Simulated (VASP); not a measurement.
Wanted: the native input for a VASP 6.6.1 run.

* Task: relaxation of cell and atoms
* Functional: PBE
* Potentials or basis: VASP PAW PBE potentials, release 64 (Pb_d, O)
* Cutoff: 600 eV
* k mesh: 6 × 6 × 6
* Occupations: fermi-dirac, width 0.1 eV
* Spin: no spin polarisation
* Dipole correction: no
* Further INCAR settings: ALGO = Normal; EDIFF = 1e-06; IBRION = 2; EDIFFG = -0.01; NSW = 80; ISIF = 3

The structure of Pb2O lies in POSCAR:

```
Pb2O
1.0
    5.3800000000      0.0000000000      0.0000000000
    0.0000000000      5.3800000000      0.0000000000
    0.0000000000      0.0000000000      5.3800000000
Pb O
4 2
Direct
    0.2500000000      0.2500000000      0.2500000000
    0.7500000000      0.7500000000      0.2500000000
    0.2500000000      0.7500000000      0.7500000000
    0.7500000000      0.2500000000      0.7500000000
    0.0000000000      0.0000000000      0.0000000000
    0.5000000000      0.5000000000      0.5000000000
```

One way to write it, as run:

INCAR

```
ALGO = Normal ; EDIFF = 1E-6
EDIFFG = -0.01 ; ENCUT = 600
GGA = PE ; IBRION = 2
ISIF = 3 ; ISMEAR = -1
LASPH = T ; LCHARG = F
LREAL = F ; LWAVE = F
NELM = 60 ; NSW = 80
PREC = Accurate ; SIGMA = 0.1
```

KPOINTS

```
k-points
0
Gamma
  6 6 6
```

Potentials or basis: VASP PAW PBE potentials, release 64 (Pb_d, O).

Command:

```sh
$ cat potpaw_PBE.64/Pb_d/POTCAR potpaw_PBE.64/O/POTCAR > POTCAR
$ mpirun -np 1 vasp_std > vasp.out
```

Results of the run:

```json
{
 "Relaxed volume": "27.36 Å³/atom",
 "Relaxed cell": "a = 5.476 Å, b = 5.476 Å, c = 5.476 Å, α = 90.00°, β = 90.00°, γ = 90.00°",
 "Space group after relaxing (to 0.05 Å)": "Pn-3m (No. 224)",
 "Energy gained by relaxing": "12.1 meV/atom",
 "Ionic steps": "3",
 "Pressure after relaxing": "0.0 GPa",
 "Band gap on the k mesh": "zero (band 34 reaches 4.61 eV, above the bottom of band 35 at 3.78 eV)"
}
```

Caveat: spin-orbit coupling is left out, which moves the levels of the heavy elements.

Wall time 6.6 min on 1 thread of AMD EPYC 7R43 64-Core Processor (Zen 3) (shared host), peak memory 0.37 GiB.
